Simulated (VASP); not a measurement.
# Ge (a cell with a defect) in VASP: single point with PBE

Aim: the single point of Ge (a cell with a defect) with PBE.

Everything below comes from runs of VASP 6.6.1. Logs are shortened: lines on timing, memory, paths and dates and some standing lists are left out, and cuts for length are marked.

### 1 The cell of the first run

The cell holds a defect, 53 atoms: a = 12.002 Å, b = 12.002 Å, c = 12.002 Å, α = 60.00°, β = 60.00°, γ = 60.00°.

### 2 Single point, PBE, collinear spin, zero start

Contents of INCAR:

```
SYSTEM = Ge
  PREC = Accurate
  ENCUT = 410
  EDIFF = 1E-6
  ISMEAR = 0
  SIGMA = 0.05
  LREAL = Auto
  LASPH = .True.
  NELM = 200
  ALGO = Normal
  ISIF = 2
  LWAVE = .False.
  LCHARG = .False.
  ISPIN = 2
  MAGMOM = 0 0 0 0 0 0 0 0 0 0 0 0 0 0 0 0 0 0 0 0 0 0 0 0 0 0 0 0 0 0 0 0 0 0 0 0 0 0 0 0 0 0 0 0 0 0 0 0 0 0 0 0 0
  LORBIT = 11
  GGA = PE
  NBANDS = 407
  GGA_COMPAT = .False.
```

Contents of KPOINTS:

```
Automatic mesh
0
Gamma
  1 1 1
  0 0 0
```

Contents of POSCAR:

```
Ge
1.0
    0.0000000000      8.4867300000      8.4867300000
    8.4867300000      0.0000000000      8.4867300000
    8.4867300000      8.4867300000      0.0000000000
Ge
53
Direct
   -0.0007907524     -0.0007455521      0.3324459380
   -0.0010201068     -0.0005388623      0.6690321585
   -0.0005779417      0.3318797217     -0.0006125176
   -0.0020562009      0.3338520298      0.3340974293
   -0.0007851510      0.3323418617      0.6692248553
   -0.0008376700      0.6684122763     -0.0007516739
   -0.0006752924      0.6682529130      0.3333789835
   -0.0007217858      0.6669392296      0.6670061275
    0.3322318234     -0.0006812328     -0.0007908084
    0.3336236874     -0.0018516622      0.3340917348
    0.3318175920     -0.0004416077      0.6692269281
    0.3337291826      0.3339717288     -0.0019460572
    0.3338839862      0.3338426696      0.3342019859
    0.3335255084      0.3336885102      0.6663927385
    0.3330303881      0.6684090258     -0.0006254442
    0.3336073384      0.6666250193      0.3335183475
    0.3334329867      0.6666972111      0.6664101022
    0.6682081684     -0.0004485970     -0.0008503833
    0.6683706263     -0.0006173517      0.3328950286
    0.6668174377     -0.0006315810      0.6667910627
    0.6685122728      0.3329996687     -0.0008724230
    0.6664111312      0.3336694492      0.3334393957
    0.6663493911      0.3338474160      0.6662766751
    0.6670387055      0.6669368040     -0.0007755209
    0.6663966335      0.6666277901      0.3334874168
    0.6667696488      0.6671981595      0.6668085471
    0.0815296814      0.0812027562      0.0814632468
    0.0846639226      0.0849337213      0.4151801770
    0.0811678870      0.0817136750      0.7555507606
    0.0848015714      0.4147824413      0.0850020686
    0.0849609160      0.4145764594      0.4154852313
    0.0839852768      0.4174360875      0.7493890741
    0.0833112764      0.7500319684      0.0834532031
    0.0841685492      0.7494507210      0.4174348013
    0.0839961836      0.7496274703      0.7492198978
    0.4143912385      0.0850763429      0.0849810897
    0.4146481135      0.0849469063      0.4153725355
    0.4172769078      0.0841337164      0.7492031984
    0.4149217311      0.4148019209      0.0851211382
    0.4171311189      0.4173676472      0.4170343308
    0.4170765005      0.4174341306      0.7484565691
    0.4174820601      0.7494867323      0.0839479422
    0.4171730371      0.7487263445      0.4171220681
    0.4171367547      0.7496836245      0.7492677158
    0.7511807044      0.0831168458      0.0827281115
    0.7493204854      0.0842083894      0.4171560310
    0.7491241052      0.0843944763      0.7490500221
    0.7495074251      0.4173447716      0.0838643348
    0.7484690524      0.4174033547      0.4169769712
    0.7493299560      0.4176785417      0.7490700214
    0.7492438883      0.7495978003      0.0840247549
    0.7493506907      0.7494918279      0.4171460812
    0.7500837441      0.7502069043      0.7498614324
```

Potentials or basis: VASP PAW PBE potentials, release 64 (Ge_d).

The run is started by

```console
> cat potpaw_PBE.64/Ge_d/POTCAR > POTCAR
> mpirun -np 1 vasp_gam > vasp.out
```

OUTCAR:

```text
SYSTEM = Ge
   PREC = Accurate
   ENCUT = 410
   EDIFF = 1E-6
   ISMEAR = 0
   LREAL = Auto
   LASPH = .True.
   NELM = 200
   ISIF = 2
   ISPIN = 2
   LORBIT = 11
   GGA = PE

 ion  position               nearest neighbor table
   1  0.999  0.999  0.332-  34 2.45  46 2.45  27 2.46  28 2.49
   2  0.999  0.999  0.669-  35 2.45  47 2.45  29 2.46  28 2.49
   3  0.999  0.332  0.999-  48 2.45  32 2.45  27 2.46  30 2.49
   4  0.998  0.334  0.334-  28 2.44  30 2.44  31 2.44  49 2.44
   5  0.999  0.332  0.669-  50 2.45  32 2.45  29 2.46  31 2.49
   6  0.999  0.668  0.999-  51 2.45  33 2.45  35 2.45  30 2.49
[... 33 lines left out ...]
  40  0.417  0.417  0.417-  16 2.44  22 2.44  14 2.44  13 2.45
  41  0.417  0.417  0.748-  17 2.44  23 2.44  14 2.44  12 2.45
  42  0.417  0.749  0.084-  24 2.45  16 2.45   9 2.45  15 2.45
  43  0.417  0.749  0.417-  25 2.44  16 2.44  17 2.44  10 2.44
  44  0.417  0.750  0.749-  17 2.45  26 2.45  11 2.45  15 2.45
  45  0.751  0.083  0.083-  21 2.45  18 2.45  19 2.45
  46  0.749  0.084  0.417-  22 2.44  20 2.45   1 2.45  19 2.45
  47  0.749  0.084  0.749-  23 2.44  20 2.45   2 2.45  18 2.45
  48  0.750  0.417  0.084-  22 2.45  24 2.45   3 2.45  21 2.45
  49  0.748  0.417  0.417-  25 2.44  23 2.44  22 2.44   4 2.44
  50  0.749  0.418  0.749-  26 2.45  23 2.45   5 2.45  21 2.45
  51  0.749  0.750  0.084-  25 2.44  24 2.45   6 2.45  18 2.45
  52  0.749  0.749  0.417-  25 2.44  26 2.45  19 2.45   7 2.45
  53  0.750  0.750  0.750-  20 2.44   8 2.44  24 2.44  26 2.44

  LATTYP: Found a face centered cubic cell.
 ALAT       =    16.9734600000

  Lattice vectors:

 A1 = (   0.0000000000,   8.4867300000,   8.4867300000)
 A2 = (   8.4867300000,   0.0000000000,   8.4867300000)
 A3 = (   8.4867300000,   8.4867300000,   0.0000000000)

Analysis of symmetry for initial positions (statically):
=====================================================================
 Subroutine PRICEL returns:
 Original cell was already a primitive cell.

 Routine SETGRP: Setting up the symmetry group for a
 face centered cubic supercell.

 Subroutine GETGRP returns: Found  1 space group operations
 (whereof  1 operations were pure point group operations)
 out of a pool of 48 trial point group operations.

The static configuration has the point symmetry C_1 .

Analysis of symmetry for dynamics (positions and initial velocities):
=====================================================================
 Subroutine PRICEL returns:
 Original cell was already a primitive cell.

 Routine SETGRP: Setting up the symmetry group for a
 face centered cubic supercell.

[... 241 lines left out ...]
  ext. energy  EPLUGINS =         0.00000000
  ---------------------------------------------------
  free energy    TOTEN  =      -218.27303857 eV

  energy without entropy =     -218.27154579  energy(sigma->0) =     -218.27229218

 E-fermi :   5.1485     XC(G=0):  -9.7614

 val. band max:        5.0525723172   @ k =   0.0000   0.0000   0.0000
 cond. band min:       5.2506876880   @ k =   0.0000   0.0000   0.0000
 fundamental gap:      0.1981153709
 Fermi energy:         5.1484523229

 spin component 1

 k-point     1 :       0.0000    0.0000    0.0000
  band No.  band energies     occupation
      1     -20.0188      1.00000
      2     -20.0183      1.00000
      3     -20.0174      1.00000
      4     -20.0135      1.00000
      5     -20.0120      1.00000
      6     -20.0092      1.00000
[... 375 lines left out ...]
    382       5.5555      0.00000
    383       5.5975      0.00000
 Fermi energy:         5.1484523229

 spin component 2

 k-point     1 :       0.0000    0.0000    0.0000
  band No.  band energies     occupation
      1     -20.0188      1.00000
      2     -20.0183      1.00000
      3     -20.0174      1.00000
      4     -20.0135      1.00000
      5     -20.0120      1.00000
      6     -20.0092      1.00000
[... 375 lines left out ...]
    382       5.5555      0.00000
    383       5.5975      0.00000
 [bands above 383 left out]

------------------------ aborting loop because EDIFF is reached ----------------------------------------

  FORCE on cell =-STRESS in cart. coord.  units (eV):
  Direction    XX          YY          ZZ          XY          YZ          ZX
  --------------------------------------------------------------------------------------
  -------------------------------------------------------------------------------------
  Total       43.7039497     43.7247996     43.7198089     -0.4029018     -0.0516124      0.0382461
  in kB       57.2769809     57.3043060     57.2977654     -0.5280301     -0.0676415      0.0501241
  external PRESSURE =      57.2930175 kB  Pullay stress =       0.0000000 kB

 VOLUME and BASIS-vectors are now :
 -----------------------------------------------------------------------------
  energy-cutoff  :      410.00
  volume of cell :     1222.51
      direct lattice vectors                 reciprocal lattice vectors
     0.000000000  8.486730000  8.486730000    -0.058915507  0.058915507  0.058915507
     8.486730000  0.000000000  8.486730000     0.058915507 -0.058915507  0.058915507
     8.486730000  8.486730000  0.000000000     0.058915507  0.058915507 -0.058915507

 POSITION                                       TOTAL-FORCE (eV/Angst)
 -----------------------------------------------------------------------------------
     11.30178     11.30140     16.96042        -0.009739     -0.013400      0.003815
     14.16005     14.15597     16.96023         0.011919      0.012135      0.004132
     11.29811     16.96336     11.29840        -0.006170     -0.001413     -0.005696
      5.66871     11.30467     11.30259        -0.001641      0.002693      0.003590
      8.50003     14.15960     11.30056        -0.000636      0.011782     -0.008543
     14.15299     16.95997     14.15226         0.004122      0.000017      0.006259
[... 45 lines left out ...]
      9.90094      9.89974     12.72027        -0.002343     -0.000815     -0.002013
     12.73067     12.72963     12.73256         0.000494     -0.000891     -0.004044
 -----------------------------------------------------------------------------------
    total drift:                                0.000516     -0.000351     -0.003128

  FREE ENERGIE OF THE ION-ELECTRON SYSTEM (eV)
  ---------------------------------------------------
  free  energy   TOTEN  =      -218.2730385730 eV

  energy  without entropy=     -218.2715457884  energy(sigma->0) =     -218.27229218

 total charge

# of ion       s       p       d       tot
------------------------------------------
    1        1.111   1.292  10.017  12.420
    2        1.111   1.292  10.017  12.420
    3        1.110   1.293  10.017  12.420
    4        1.115   1.322  10.020  12.456
    5        1.110   1.293  10.017  12.421
    6        1.110   1.295  10.018  12.423
[... 45 lines left out ...]
   52        1.109   1.320  10.020  12.449
   53        1.112   1.330  10.019  12.462
--------------------------------------------------
tot         59.188  68.565 530.987 658.740

 magnetization (x)

# of ion       s       p       d       tot
------------------------------------------
    1        0.000   0.000   0.000   0.000
    2       -0.000  -0.000  -0.000  -0.000
    3        0.000  -0.000  -0.000   0.000
    4        0.000   0.000  -0.000  -0.000
    5        0.000  -0.000  -0.000  -0.000
    6       -0.000   0.000   0.000   0.000
[... 45 lines left out ...]
   52       -0.000  -0.000  -0.000  -0.000
   53       -0.000  -0.000   0.000  -0.000
--------------------------------------------------
tot         -0.000  -0.000   0.000  -0.000
```

Run time: 47 min. Hardware: 1 thread of Intel Xeon 8259CL, shared host; peak memory 1.4 GiB.

Results:

- Free energy: -218.2730 eV
- Pressure: 5.7 GPa
- Largest force: 0.030 eV/Å
- Net moment: 0.00 μB per cell
- Valence electrons inside the program's atomic spheres: Ge 12.42, 12.46, 12.44, 12.31, 12.40, 12.45, 12.32 (each value once)

Forces in eV/Å, atoms in the order of the input:
```
Ge  -0.010 -0.013  0.004
Ge   0.012  0.012  0.004
Ge  -0.006 -0.001 -0.006
Ge  -0.002  0.003  0.004
Ge  -0.001  0.012 -0.009
Ge   0.004  0.000  0.006
Ge   0.001 -0.002  0.003
Ge   0.001  0.003  0.005
Ge  -0.003 -0.014 -0.009
Ge   0.003 -0.003  0.004
Ge   0.006  0.006 -0.004
Ge   0.002  0.002 -0.001
Ge  -0.002 -0.001 -0.001
Ge  -0.001  0.001  0.006
Ge   0.001 -0.004  0.004
Ge  -0.002  0.004  0.003
Ge  -0.004  0.003  0.003
Ge  -0.005 -0.002  0.001
Ge  -0.002  0.003  0.007
Ge   0.002 -0.005  0.005
Ge  -0.004  0.007  0.003
Ge   0.004  0.000  0.004
Ge   0.001 -0.004  0.003
Ge   0.002  0.003  0.000
Ge   0.000  0.001 -0.002
Ge   0.000 -0.005  0.000
Ge   0.022  0.016  0.014
Ge  -0.001  0.000 -0.005
Ge  -0.017 -0.019  0.012
Ge  -0.004 -0.002 -0.006
Ge   0.004 -0.004 -0.002
Ge  -0.007  0.004 -0.005
Ge   0.001  0.001  0.000
Ge  -0.009 -0.005 -0.002
Ge  -0.001  0.003 -0.001
Ge  -0.005  0.008  0.004
Ge   0.001  0.002 -0.002
Ge   0.006 -0.004 -0.001
Ge   0.002 -0.002  0.001
Ge   0.004  0.007  0.004
Ge  -0.006 -0.006  0.004
Ge   0.002 -0.002 -0.010
Ge  -0.006  0.005 -0.006
Ge   0.000  0.000 -0.005
Ge   0.003 -0.003 -0.004
Ge   0.001 -0.002  0.001
Ge   0.007  0.005 -0.001
Ge   0.001  0.002 -0.005
Ge   0.006 -0.005 -0.006
Ge  -0.004  0.001 -0.010
Ge   0.003  0.000 -0.001
Ge  -0.002 -0.001 -0.002
Ge   0.000 -0.001 -0.004
```

Levels at points of the mesh, in eV from the Fermi level:
Spin up:
```
           k point  band 369  band 370  band 371  band 372  band 373  band 374
(0.00, 0.00, 0.00)     -0.58     -0.58     -0.10      0.10      0.11      0.12
```
Spin down:
| k point | band 367 | band 368 | band 369 | band 370 | band 371 | band 372 | band 373 | band 374 | band 375 | band 376 |
| --- | --- | --- | --- | --- | --- | --- | --- | --- | --- | --- |
| (0.00, 0.00, 0.00) | -1.36 | -0.59 | -0.58 | -0.58 | -0.10 | 0.10 | 0.11 | 0.12 | 0.18 | 0.18 |

Caveat: the k points lie up to 0.64 Å⁻¹ apart.
